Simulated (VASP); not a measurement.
# ZnSe3 (Pmmn) in VASP: single point with PBE

Aim: the single point of ZnSe3 with PBE.

Everything below comes from runs of VASP 6.6.1. Logs are shortened: lines on timing, memory, paths and dates and some standing lists are left out, and cuts for length are marked.

## 1. The cell of the first run

Symmetry: Pmmn, No. 59, orthorhombic system. Conventional cell: a = 4.051 Å, b = 4.053 Å, c = 16.004 Å, α = 90.00°, β = 90.00°, γ = 90.00°. Zn (site symmetry mm2) has 4 Se at 2.53 Å and 4 Zn at 2.87 Å within 3.3 Å. Within 3.2 Å of Se (site symmetry mm2) lie 2 Se at 2.40 Å. Se (site symmetry mm2) has 2 Se at 2.40 Å within 3.2 Å. Within 3.3 Å of Se (site symmetry mm2) lie 4 Zn at 2.53 Å.

## 2. Single point, PBE

Input file INCAR:

```
  ALGO = Fast
  EDIFF = 1E-6
  ENCUT = 520
  GGA = PE
  ISIF = 2
  ISMEAR = 0
  LASPH = T
  LCHARG = F
  LREAL = F
  LWAVE = F
  NBANDS = 40
  NELM = 100
  PREC = Accurate
  SIGMA = 0.1
```

Input file KPOINTS:

```
k-points
0
Gamma
  8 8 2
```

Input file POSCAR:

```
ZnSe3
1.0
    4.0526043306      0.0000000000      0.0000000000
    0.0000000000      4.0509768855      0.0000000000
    0.0000000000      0.0000000000     16.0044036060
Zn Se
2 6
Direct
    0.0000000000      0.0000000000      0.0000083708
    0.5000000000      0.5000000000      0.9999916292
    0.0000000000      0.0000000000      0.3410565189
    0.5000000000      0.0000000000      0.4210662680
    0.5000000000      0.5000000000      0.6589434811
    0.0000000000      0.5000000000      0.5789337320
    0.0000000000      0.5000000000      0.0945819732
    0.5000000000      0.0000000000      0.9054180268
```

Potentials or basis: VASP PAW PBE potentials, release 64 (Zn, Se).

Launch:

```
$ cat potpaw_PBE.64/Zn/POTCAR potpaw_PBE.64/Se/POTCAR > POTCAR
$ mpirun -np 1 vasp_std > vasp.out
```

OUTCAR:

```text
EDIFF = 1E-6
   ENCUT = 520
   GGA = PE
   ISIF = 2
   ISMEAR = 0
   LASPH = T
   LREAL = F
   NELM = 100
   PREC = Accurate

 ion  position               nearest neighbor table
   1  0.000  0.000  0.000-   7 2.53   7 2.53   8 2.53   8 2.53   2 2.87   2 2.87   2 2.87   2 2.87

   2  0.500  0.500  1.000-   8 2.53   8 2.53   7 2.53   7 2.53   1 2.87   1 2.87   1 2.87   1 2.87

   3  0.000  0.000  0.341-   4 2.40   4 2.40
   4  0.500  0.000  0.421-   3 2.40   3 2.40
   5  0.500  0.500  0.659-   6 2.40   6 2.40
   6  0.000  0.500  0.579-   5 2.40   5 2.40
   7  0.000  0.500  0.095-   1 2.53   1 2.53   2 2.53   2 2.53
   8  0.500  0.000  0.905-   2 2.53   2 2.53   1 2.53   1 2.53

  LATTYP: Found a simple orthorhombic cell.
 ALAT       =     4.0509768855
 B/A-ratio  =     1.0004017414
 C/A-ratio  =     3.9507516479

  Lattice vectors:

 A1 = (   0.0000000000,  -4.0509768855,   0.0000000000)
 A2 = (   4.0526043306,   0.0000000000,   0.0000000000)
 A3 = (   0.0000000000,   0.0000000000,  16.0044036060)

Analysis of symmetry for initial positions (statically):
=====================================================================
 Subroutine PRICEL returns:
 Original cell was already a primitive cell.

 Routine SETGRP: Setting up the symmetry group for a
 simple orthorhombic supercell.

 Subroutine GETGRP returns: Found  8 space group operations
 (whereof  4 operations were pure point group operations)
 out of a pool of  8 trial point group operations.

The static configuration has the point symmetry C_2v.
 The point group associated with its full space group is D_2h.

Analysis of symmetry for dynamics (positions and initial velocities):
=====================================================================
 Subroutine PRICEL returns:
 Original cell was already a primitive cell.

 Routine SETGRP: Setting up the symmetry group for a
 simple orthorhombic supercell.

 Subroutine GETGRP returns: Found  8 space group operations
 (whereof  4 operations were pure point group operations)
 out of a pool of  8 trial point group operations.

The dynamic configuration has the point symmetry C_2v.
 The point group associated with its full space group is D_2h.

 Subroutine INISYM returns: Found  8 space group operations
 (whereof  4 operations are pure point group operations),
 and found     1 'primitive' translations

----------------------------------------------------------------------------------------

                                     Primitive cell

  volume of cell :     262.7444

  direct lattice vectors                    reciprocal lattice vectors
     4.052604331  0.000000000  0.000000000     0.246754906  0.000000000  0.000000000
     0.000000000  4.050976885  0.000000000     0.000000000  0.246854037  0.000000000
     0.000000000  0.000000000 16.004403606     0.000000000  0.000000000  0.062482803

  length of vectors
     4.052604331  4.050976885 16.004403606     0.246754906  0.246854037  0.062482803

  position of ions in fractional coordinates (direct lattice)
     0.000000000  0.000000000  0.000008371
     0.500000000  0.500000000  0.999991629
     0.000000000  0.000000000  0.341056519
     0.500000000  0.000000000  0.421066268
     0.500000000  0.500000000  0.658943481
     0.000000000  0.500000000  0.578933732
     0.000000000  0.500000000  0.094581973
     0.500000000  0.000000000  0.905418027

  ion indices of the primitive-cell ions
   primitive index   ion index
                 1           1
                 2           2
                 3           3
                 4           4
                 5           5
                 6           6
                 7           7
                 8           8

----------------------------------------------------------------------------------------

 KPOINTS: k-points

Automatic generation of k-mesh.
 Grid dimensions read from file:
 generate k-points for:    8    8    2

 Generating k-lattice:

  Cartesian coordinates                     Fractional coordinates (reciprocal lattice)
     0.030844363  0.000000000  0.000000000     0.125000000  0.000000000  0.000000000
     0.000000000  0.030856755  0.000000000     0.000000000  0.125000000  0.000000000
     0.000000000  0.000000000  0.031241402     0.000000000  0.000000000  0.500000000

  Length of vectors
     0.030844363  0.030856755  0.031241402

  Shift w.r.t. Gamma in fractional coordinates (k-lattice)
     0.000000000  0.000000000  0.000000000

 Subroutine IBZKPT returns following result:
 ===========================================

 Found     50 irreducible k-points:

 Following reciprocal coordinates:
            Coordinates               Weight
  0.000000  0.000000  0.000000      1.000000
  0.125000  0.000000  0.000000      2.000000
  0.250000  0.000000  0.000000      2.000000
  0.375000  0.000000  0.000000      2.000000
  0.500000  0.000000  0.000000      1.000000
  0.000000  0.125000  0.000000      2.000000
[... 16 lines left out ...]
  0.250000  0.500000  0.000000      2.000000
  0.375000  0.500000  0.000000      2.000000
 [... further k-points ...]
   k-points           NKPTS =     50   k-points in BZ     NKDIM =     50   number of bands    NBANDS=     40
   number of dos      NEDOS =    301   number of ions     NIONS =      8
   total plane-waves  NPLWV = 108000
   dimension x,y,z NGX =    30 NGY =   30 NGZ =  120
   dimension x,y,z NGXF=    60 NGYF=   60 NGZF=  240
   ions per type =               2   6
   NGX,Y,Z   is equivalent  to a cutoff of  12.31, 12.31, 12.47 a.u.
   NGXF,Y,Z  is equivalent  to a cutoff of  24.61, 24.62, 24.93 a.u.
 SYSTEM =  unknown system
   PREC   = accura    normal or accurate (medium, high low for compatibility)
   ISTART =      0    job   : 0-new  1-cont  2-samecut
   ICHARG =      2    charge: 1-file 2-atom 10-const
   ISPIN  =      1    spin polarized calculation?
   LNONCOLLINEAR =      F non collinear calculations
   LSORBIT =      F    spin-orbit coupling
   LASPH  =      T    aspherical Exc in radial PAW
   ENCUT  =  520.0 eV  38.22 Ry    6.18 a.u.   7.54  7.53 29.76*2*pi/ulx,y,z
   NELM   =    100;   NELMIN=  2; NELMDL= -5     # of ELM steps
   EDIFF  = 0.1E-05   stopping-criterion for ELM
   LREAL  =      F    real-space projection
   EDIFFG = 0.1E-04   stopping-criterion for IOM
   NSW    =      0    number of steps for IOM
   IBRION =     -1    ionic relax: 0-MD 1-quasi-New 2-CG
   NFREE  =      0    steps in history (QN), initial steepest desc. (CG)
   ISIF   =      2    stress and relaxation
   ISYM   =      2    0-nonsym 1-usesym 2-fastsym
   POTIM  = 0.5000    time-step for ionic-motion
   TEBEG  =    0.0;   TEEND  =   0.0 temperature during run
   PSTRESS=    0.0 pullay stress
   NELECT =      60.0000    total number of electrons
   NUPDOWN=      -1.0000    fix difference up-down
   EMIN   =  10.00;   EMAX   =-10.00  energy-range for DOS
   EFERMI =   0.00;   METHOD = LEGACY
   ISMEAR =     0;   SIGMA  =   0.10  broadening in eV -4-tet -1-fermi 0-gaus
   EFERMI_NEDOS =   21; number of points for ismear=-14 and -15
   IALGO  =     68    algorithm
   IMIX   =      4    mixing-type and parameters
     AMIX     =   0.40;   BMIX     =  1.00
     AMIX_MAG =   1.60;   BMIX_MAG =  1.00
  volume/ion in A,a.u.               =      32.84       221.64
  Fermi-wavevector in a.u.,A,eV,Ry     =   1.000647  1.890948 13.623429  1.001294
  Thomas-Fermi vector in A             =   2.133017
   LORBIT       =      0    0 simple, 1 ext, 2 COOP (PROOUT), +10 PAW based schemes
   GGA     = PE    functional components
   LHFCALC =     F    Hartree Fock is set to
   AEXX    =    0.0000 exact exchange contribution
   IVDW    =     0    specifies the selected vdW correction
   LEPSILON=     F    determine dielectric tensor
   LRPA    =     F    only Hartree local field effects (RPA)
 non-spin polarized calculation
 RMM-DIIS sequential band-by-band and
 Gauss-broadening in eV      SIGMA  =   0.10
  energy-cutoff  :      520.00
  volume of cell :      262.74
 maximum number of plane-waves:      7124
   NGX = 15   NGY = 15   NGZ = 59

 number of electron      60.0000049 magnetization

 Free energy of the ion-electron system (eV)
  ---------------------------------------------------
  ext. energy  EPLUGINS =         0.00000000
  ---------------------------------------------------
  free energy    TOTEN  =       -24.57655366 eV

  energy without entropy =      -24.56601882  energy(sigma->0) =      -24.57128624

 E-fermi :   0.7644     XC(G=0):  -7.6172

 val. band max:        0.7511573393   @ k =   0.1250   0.3750   0.5000
 cond. band min:       0.7909802084   @ k =   0.0000   0.5000   0.0000
 fundamental gap:      0.0398228690
 Fermi energy:         0.7643764170

 k-point     1 :       0.0000    0.0000    0.0000
  band No.  band energies     occupation
      1     -14.5807      2.00000
      2     -14.4047      2.00000
      3     -13.0644      2.00000
      4     -12.2655      2.00000
      5      -9.7411      2.00000
      6      -9.4012      2.00000
[... 32 lines left out ...]
     39       5.3812      0.00000
     40       5.5597      0.00000

 k-point     2 :       0.1250    0.0000    0.0000
  band No.  band energies     occupation
      1     -14.4562      2.00000
      2     -14.2822      2.00000
      3     -13.0011      2.00000
      4     -12.2551      2.00000
      5     -10.0016      2.00000
      6      -9.7678      2.00000
[... 32 lines left out ...]
     39       5.7301      0.00000
     40       5.7560      0.00000

 k-point     3 :       0.2500    0.0000    0.0000
  band No.  band energies     occupation
      1     -14.0859      2.00000
      2     -13.9188      2.00000
      3     -12.8294      2.00000
      4     -12.2427      2.00000
      5     -10.7030      2.00000
      6     -10.6470      2.00000
[... 32 lines left out ...]
     39       6.1255      0.00000
     40       6.2215      0.00000

 k-point     4 :       0.3750    0.0000    0.0000
  band No.  band energies     occupation
      1     -13.4808      2.00000
      2     -13.3288      2.00000
      3     -12.6027      2.00000
      4     -12.2759      2.00000
      5     -11.6840      2.00000
      6     -11.6227      2.00000
[... 32 lines left out ...]
     39       6.2612      0.00000
     40       6.4021      0.00000
[... 772 lines left out ...]
     39       6.2317      0.00000
     40       6.2322      0.00000

 k-point    23 :       0.2500    0.5000    0.0000
  band No.  band energies     occupation
      1     -13.8683      2.00000
      2     -13.8683      2.00000
      3     -12.2656      2.00000
      4     -12.2656      2.00000
      5     -10.5403      2.00000
      6     -10.5403      2.00000
[... 32 lines left out ...]
     39       6.5964      0.00000
     40       6.5964      0.00000

 k-point    24 :       0.3750    0.5000    0.0000
  band No.  band energies     occupation
      1     -13.2714      2.00000
      2     -13.2714      2.00000
      3     -12.1670      2.00000
      4     -12.1670      2.00000
      5     -11.5211      2.00000
      6     -11.5211      2.00000
[... 32 lines left out ...]
     39       6.7610      0.00000
     40       6.7611      0.00000

 [... further k-points ...]
[... 5 lines left out ...]
  --------------------------------------------------------------------------------------
  -------------------------------------------------------------------------------------
  Total        0.1648645      0.0893376      0.2267389      0.0000000      0.0000000      0.0000000
  in kB        1.0053196      0.5447675      1.3826211      0.0000000      0.0000000      0.0000000
  external PRESSURE =       0.9775694 kB  Pullay stress =       0.0000000 kB

 VOLUME and BASIS-vectors are now :
 -----------------------------------------------------------------------------
  energy-cutoff  :      520.00
  volume of cell :      262.74
      direct lattice vectors                 reciprocal lattice vectors
     4.052604331  0.000000000  0.000000000     0.246754906  0.000000000  0.000000000
     0.000000000  4.050976885  0.000000000     0.000000000  0.246854037  0.000000000
     0.000000000  0.000000000 16.004403606     0.000000000  0.000000000  0.062482803

 POSITION                                       TOTAL-FORCE (eV/Angst)
 -----------------------------------------------------------------------------------
      0.00000      0.00000      0.00013         0.000000      0.000000     -0.000649
      2.02630      2.02549     16.00427         0.000000      0.000000      0.000649
      0.00000      0.00000      5.45841         0.000000      0.000000     -0.022092
      2.02630      0.00000      6.73891         0.000000      0.000000      0.021957
      2.02630      2.02549     10.54600         0.000000      0.000000      0.022092
      0.00000      2.02549      9.26549         0.000000      0.000000     -0.021957
      0.00000      2.02549      1.51373         0.000000      0.000000      0.036351
      2.02630      0.00000     14.49068         0.000000      0.000000     -0.036351
 -----------------------------------------------------------------------------------
    total drift:                                0.000000      0.000000      0.000000

  FREE ENERGIE OF THE ION-ELECTRON SYSTEM (eV)
  ---------------------------------------------------
  free  energy   TOTEN  =       -24.5765536572 eV

  energy  without entropy=      -24.5660188227  energy(sigma->0) =      -24.57128624
```

Wall time 13 min (1 thread of Oxide Virtual Turin-like, shared host); peak memory 0.55 GiB.

What came out:

- Free energy: -24.5766 eV
- Pressure: 0.1 GPa
- Largest force: 0.036 eV/Å
- Band gap on the k mesh: zero (bands 30 and 31 overlap by 0.60 eV)

Forces on the atoms (eV/Å):
```
Zn   0.000  0.000 -0.001
Zn   0.000  0.000  0.001
Se   0.000  0.000 -0.022
Se   0.000  0.000  0.022
Se   0.000  0.000  0.022
Se   0.000  0.000 -0.022
Se   0.000  0.000  0.036
Se   0.000  0.000 -0.036
```

Caveat: semilocal functionals underestimate gaps, and a narrow one can read as zero.

The gap in the log of VASP goes by the Fermi energy; the results here count the filled bands.